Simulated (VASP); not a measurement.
# PbSe (Fm-3m) in VASP: dielectric tensor with PBEsol

Aim: the dielectric tensor of PbSe with PBEsol.

Program: VASP 6.6.1. These are calculated values, not measurements. Logs are shortened: lines on timing, memory, paths and dates and some standing lists are left out, and cuts for length are marked.

**1. The cell of the first run**

Symmetry: Fm-3m, No. 225, cubic system. Conventional cell: a = 6.121 Å, b = 6.121 Å, c = 6.121 Å, α = 90.00°, β = 90.00°, γ = 90.00°. Pb (site symmetry m-3m) has 6 Se at 3.06 Å within 4.0 Å. Within 4.0 Å of Se (site symmetry m-3m) lie 6 Pb at 3.06 Å.

**2. Dielectric tensor, PBEsol**

Input file INCAR:

```
SYSTEM = PbSe
PREC     = Accurate       ! precision mode
ENCUT    = 520            ! plane-wave cutoff, eV
EDIFF    = 1E-8           ! SCF threshold, eV
ISMEAR   = 0              ! smearing method
SIGMA    = 0.01           ! smearing width, eV
LREAL    = .False.        ! projectors in reciprocal space
LASPH    = .True.         ! aspherical terms in the spheres
NELM     = 80             ! most SCF steps
ALGO     = Normal         ! electronic algorithm
ISIF     = 2              ! what is computed and relaxed
LWAVE    = .False.        ! write WAVECAR
LCHARG   = .False.        ! write CHGCAR
GGA      = PS             ! functional
LEPSILON = .True.         ! dielectric tensor by DFPT
```

Input file KPOINTS:

```
Automatic mesh
0
Gamma
  6 6 6
  0 0 0
```

Input file POSCAR:

```
PbSe
1.0
    0.0000000000      3.0606500000      3.0606500000
    3.0606500000      0.0000000000      3.0606500000
    3.0606500000      3.0606500000      0.0000000000
Pb Se
1 1
Direct
    0.0000000000      0.0000000000      0.0000000000
    0.5000000000      0.5000000000      0.5000000000
```

Potentials or basis: VASP PAW PBE potentials, release 64 (Pb_d, Se).

Command:

```console
$ cat potpaw_PBE.64/Pb_d/POTCAR potpaw_PBE.64/Se/POTCAR > POTCAR
$ mpirun -np 1 vasp_std > vasp.out
```

OUTCAR:

```text
SYSTEM = PbSe
   PREC = Accurate
   ENCUT = 520
   EDIFF = 1E-8
   ISMEAR = 0
   LREAL = .False.
   LASPH = .True.
   NELM = 80
   ISIF = 2
   GGA = PS
   LEPSILON = .True.

 ion  position               nearest neighbor table
   1  0.000  0.000  0.000-   2 3.06   2 3.06   2 3.06   2 3.06   2 3.06   2 3.06
   2  0.500  0.500  0.500-   1 3.06   1 3.06   1 3.06   1 3.06   1 3.06   1 3.06

  LATTYP: Found a face centered cubic cell.
 ALAT       =     6.1213000000

  Lattice vectors:

 A1 = (   0.0000000000,   3.0606500000,   3.0606500000)
 A2 = (   3.0606500000,   0.0000000000,   3.0606500000)
 A3 = (   3.0606500000,   3.0606500000,   0.0000000000)

Analysis of symmetry for initial positions (statically):
=====================================================================
 Subroutine PRICEL returns:
 Original cell was already a primitive cell.

 Routine SETGRP: Setting up the symmetry group for a
 face centered cubic supercell.

 Subroutine GETGRP returns: Found 48 space group operations
 (whereof 48 operations were pure point group operations)
 out of a pool of 48 trial point group operations.

The static configuration has the point symmetry O_h .

Analysis of symmetry for dynamics (positions and initial velocities):
=====================================================================
 Subroutine PRICEL returns:
 Original cell was already a primitive cell.

 Routine SETGRP: Setting up the symmetry group for a
 face centered cubic supercell.

 Subroutine GETGRP returns: Found 48 space group operations
 (whereof 48 operations were pure point group operations)
 out of a pool of 48 trial point group operations.

The dynamic configuration has the point symmetry O_h .

 Subroutine INISYM returns: Found 48 space group operations
 (whereof 48 operations are pure point group operations),
 and found     1 'primitive' translations

----------------------------------------------------------------------------------------

                                     Primitive cell

  volume of cell :      57.3418

  direct lattice vectors                    reciprocal lattice vectors
     0.000000000  3.060650000  3.060650000    -0.163363991  0.163363991  0.163363991
     3.060650000  0.000000000  3.060650000     0.163363991 -0.163363991  0.163363991
     3.060650000  3.060650000  0.000000000     0.163363991  0.163363991 -0.163363991

  length of vectors
     4.328412740  4.328412740  4.328412740     0.282954733  0.282954733  0.282954733

  position of ions in fractional coordinates (direct lattice)
     0.000000000  0.000000000  0.000000000
     0.500000000  0.500000000  0.500000000

  ion indices of the primitive-cell ions
   primitive index   ion index
                 1           1
                 2           2

----------------------------------------------------------------------------------------

 KPOINTS: Automatic mesh

Automatic generation of k-mesh.
 Grid dimensions read from file:
 generate k-points for:    6    6    6

 Generating k-lattice:

  Cartesian coordinates                     Fractional coordinates (reciprocal lattice)
    -0.027227332  0.027227332  0.027227332     0.166666667  0.000000000  0.000000000
     0.027227332 -0.027227332  0.027227332     0.000000000  0.166666667  0.000000000
     0.027227332  0.027227332 -0.027227332     0.000000000  0.000000000  0.166666667

  Length of vectors
[... 71 lines left out ...]
   GGA     = PS    functional components
   LHFCALC =     F    Hartree Fock is set to
   AEXX    =    0.0000 exact exchange contribution
   IVDW    =     0    specifies the selected vdW correction
   LEPSILON=     T    determine dielectric tensor
   LRPA    =     F    only Hartree local field effects (RPA)
 non-spin polarized calculation
 Gauss-broadening in eV      SIGMA  =   0.01
  energy-cutoff  :      520.00
  volume of cell :       57.34
 maximum number of plane-waves:      1572
   NGX = 17   NGY = 17   NGZ = 17

--------------------------------------- Ionic step        1  -------------------------------------------

 number of electron      20.0000000 magnetization

 E-fermi :   4.9654     XC(G=0):  -9.7202

 val. band max:        4.9074572488   @ k =   0.5000   0.0000   0.0000
 cond. band min:       5.1117238714   @ k =   0.5000   0.0000   0.0000
 fundamental gap:      0.2042666226
 Fermi energy:         4.9654498291

 k-point     1 :       0.0000    0.0000    0.0000
  band No.  band energies     occupation
      1     -11.8348      2.00000
      2     -11.8348      2.00000
      3     -11.8348      2.00000
      4     -11.8333      2.00000
      5     -11.8333      2.00000
      6      -8.6990      2.00000
      7      -1.4221      2.00000
      8       3.0374      2.00000
      9       3.0374      2.00000
     10       3.0374      2.00000
     11       9.5874      0.00000
     12       9.5874      0.00000
     13       9.5874      0.00000
     14      11.3581      0.00000
[... 241 lines left out ...]
      1     -11.9389      2.00000
      2     -11.8381      2.00000
      3     -11.8274      2.00000
      4     -11.8058      2.00000
      5     -11.7889      2.00000
      6      -7.2244      2.00000
      7      -2.9974      2.00000
      8       0.2464      2.00000
      9       1.1100      2.00000
     10       3.2720      2.00000
     11       7.8257      0.00000
     12       9.2079      0.00000
     13      10.3538      0.00000
     14      11.4149      0.00000

  FORCE on cell =-STRESS in cart. coord.  units (eV):
  Direction    XX          YY          ZZ          XY          YZ          ZX
  --------------------------------------------------------------------------------------
  -------------------------------------------------------------------------------------
  Total       -0.1908099     -0.1908099     -0.1908099      0.0000000      0.0000000      0.0000000
  in kB       -5.3313898     -5.3313898     -5.3313898      0.0000000      0.0000000      0.0000000
  external PRESSURE =      -5.3313898 kB  Pullay stress =       0.0000000 kB

 VOLUME and BASIS-vectors are now :
 -----------------------------------------------------------------------------
  energy-cutoff  :      520.00
  volume of cell :       57.34
      direct lattice vectors                 reciprocal lattice vectors
     0.000000000  3.060650000  3.060650000    -0.163363991  0.163363991  0.163363991
     3.060650000  0.000000000  3.060650000     0.163363991 -0.163363991  0.163363991
     3.060650000  3.060650000  0.000000000     0.163363991  0.163363991 -0.163363991

 POSITION                                       TOTAL-FORCE (eV/Angst)
 -----------------------------------------------------------------------------------
      0.00000      0.00000      0.00000        -0.000000     -0.000000     -0.000000
      3.06065      3.06065      3.06065         0.000000      0.000000      0.000000
 -----------------------------------------------------------------------------------
    total drift:                                0.000000     -0.000000     -0.000000

  FREE ENERGIE OF THE ION-ELECTRON SYSTEM (eV)
  ---------------------------------------------------
  free  energy   TOTEN  =        -8.9203347622 eV

  energy  without entropy=       -8.9203347622  energy(sigma->0) =       -8.92033476

 HEAD OF MICROSCOPIC STATIC DIELECTRIC TENSOR (INDEPENDENT PARTICLE, excluding Hartree and local field effects)
 ------------------------------------------------------
         101.553468    -0.000000     0.000000
          -0.000000   101.553468    -0.000000
           0.000000    -0.000000   101.553468
 ------------------------------------------------------

 Free energy of the ion-electron system (eV)
  ---------------------------------------------------
  ---------------------------------------------------
  free energy    TOTEN  =       -15.87464635 eV

  energy without entropy =      -15.87464635

------------------------ aborting loop because EDIFF is reached ----------------------------------------

--------------------------------------- Ionic step        2  -------------------------------------------

------------------------ aborting loop because EDIFF is reached ----------------------------------------

--------------------------------------- Ionic step        3  -------------------------------------------

 Free energy of the ion-electron system (eV)
  ---------------------------------------------------
  ---------------------------------------------------
  free energy    TOTEN  =       -15.87462370 eV

  energy without entropy =      -15.87462370

------------------------ aborting loop because EDIFF is reached ----------------------------------------

 PIEZOELECTRIC TENSOR FIELD DIRECTION 3  (e Angst)
 -----------------------------------------------------------------------------
     0.00438  0.00000  0.00000           (  0.00001  0.00000  0.00000)
     0.00000  0.00438 -0.00000           (  0.00000  0.00001 -0.00000)
     0.00000  0.00000 -0.00427           (  0.00000 -0.00000  0.00002)

 PIEZOELECTRIC TENSOR FIELD DIRECTION 3  (C/m^2)
 -----------------------------------------------------------------------------
     0.00122  0.00000  0.00000
     0.00000  0.00122 -0.00000
     0.00000  0.00000 -0.00119

 MACROSCOPIC STATIC DIELECTRIC TENSOR (including local field effects in DFT)
 ------------------------------------------------------
          98.484810     0.000000     0.000000
          -0.000000    98.484810    -0.000000
           0.000000    -0.000000    98.484810
 ------------------------------------------------------

 PIEZOELECTRIC TENSOR (including local field effects)  for field in x, y, z        (e  Angst)
          XX          YY          ZZ          XY          YZ          ZX
  --------------------------------------------------------------------------------
  x     0.00000     0.00000     0.00000     0.00000     0.00000     0.00000
  y     0.00000     0.00000     0.00000     0.00000     0.00000     0.00000
  z     0.00000     0.00000     0.00000     0.00000     0.00000     0.00000

 PIEZOELECTRIC TENSOR (including local field effects)  for field in x, y, z        (C/m^2)
          XX          YY          ZZ          XY          YZ          ZX
  --------------------------------------------------------------------------------
  x     0.00000     0.00000     0.00000     0.00000     0.00000     0.00000
  y     0.00000     0.00000     0.00000     0.00000     0.00000     0.00000
  z     0.00000     0.00000     0.00000     0.00000     0.00000     0.00000

 BORN EFFECTIVE CHARGES (including local field effects) (in |e|, cummulative output)
 ---------------------------------------------------------------------------------
 ion    1
    1     0.66827     0.00000     0.00000
    2     0.00000     0.66827     0.00000
    3     0.00000     0.00000     0.66827
 ion    2
    1    -0.66827     0.00000     0.00000
    2     0.00000    -0.66827     0.00000
    3     0.00000     0.00000    -0.66827
```

Wall time 4 min (1 thread of AMD EPYC 7R13, shared host); peak memory 0.21 GiB.

What came out:

| Quantity | Value |
| --- | --- |
| Band gap on the k mesh | 0.20 eV |
| Electronic dielectric tensor (diagonal) | 98.48 |
| Born charges (mean of the diagonal) | Pb +0.67; Se -0.67 e |

Electronic dielectric tensor:
```
98.48  0.00  0.00
 0.00 98.48  0.00
 0.00  0.00 98.48
```

Born effective charge tensors (e):
atom 1, Pb
```
0.67 0.00 0.00
0.00 0.67 0.00
0.00 0.00 0.67
```
atom 2, Se
```
-0.67  0.00  0.00
 0.00 -0.67  0.00
 0.00  0.00 -0.67
```

Caveat: the gap is small at this level, which inflates the dielectric constant; the PAW data sets were made with another functional, which shifts forces and pressure a little; spin-orbit coupling is left out, which moves the levels of the heavy elements. A k mesh can miss the band edges.
